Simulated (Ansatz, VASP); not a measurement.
## Two plane-wave programs on BaS

File INCAR:

```
PREC = Accurate
ENCUT = 520
EDIFF = 1E-8
ISMEAR = -1
SIGMA = 0.02
LREAL = F
LASPH = T
NELM = 60
ALGO = Normal
ISIF = 2
LWAVE = F
LCHARG = F
GGA = PE
LEFG = T
NBANDS = 15
```

Contents of KPOINTS:

```
regular mesh
0
Gamma
  8 8 8
```

The input POSCAR:

```
BaS
1.0
   -0.0319375000      3.1777812500      3.1777812500
    3.1777812500     -0.0319375000      3.1777812500
    3.1777812500      3.1777812500     -0.0319375000
Ba S
1 1
Direct
    0.0000000000      0.0000000000      0.0000000000
    0.5000000000      0.5000000000      0.5000000000
```

Input for Ansatz:

```yaml
crystal:
  lattice:
    - [-0.0319375, 3.17778125, 3.17778125]
    - [3.17778125, -0.0319375, 3.17778125]
    - [3.17778125, 3.17778125, -0.0319375]
  atoms:
    - { symbol: Ba, position: [0.0, 0.0, 0.0] }
    - { symbol: S, position: [0.5, 0.5, 0.5] }
kpoints:
  mp_grid: { grid: [8, 8, 8] }
scf:
  occupations: { method: fermi_dirac, width: 0.02 }
hamiltonian:
  xc: pbe
  pseudopotentials: { kind: paw }
output:
  forces: true
  stress: true
  eigenvalues: true
  efg: { contact_densities: true }
```

Change from the starting cell: equal xy, yz and zx shear strains of -1 %, PAW files.

Alike in both runs: task electric field gradients; functional PBE; k mesh 8 × 8 × 8; occupations fermi-dirac, width 0.02 eV; no spin polarisation.

|  | VASP | Ansatz |
| --- | --- | --- |
| version | VASP 6.6.1 | Ansatz 0.2.0 |
| potentials or method | VASP PAW PBE potentials, release 64 (Ba_sv, S) | PAW with Ansatz's default frozen-core files, scalar-relativistic |
| plane-wave cutoff (eV) | 520 | 420 |
| valence electrons in the cell | 16 | 16 |

|  | VASP | Ansatz | Ansatz less VASP |
| --- | --- | --- | --- |
| gap on the k mesh at the Fermi level (eV) | 2.08 | 2.18 | +0.099 |
| pressure (GPa) | 1.4 | 0.8 | -0.59 |
| traceless stress, the component that is largest in VASP (GPa) | 0.18 | 0.18 | 0.000 |
| size of Vzz on the site where it differs most (V/Å²) | 7.2 | 7.1 | -0.07 |

Spin-orbit coupling is off throughout.
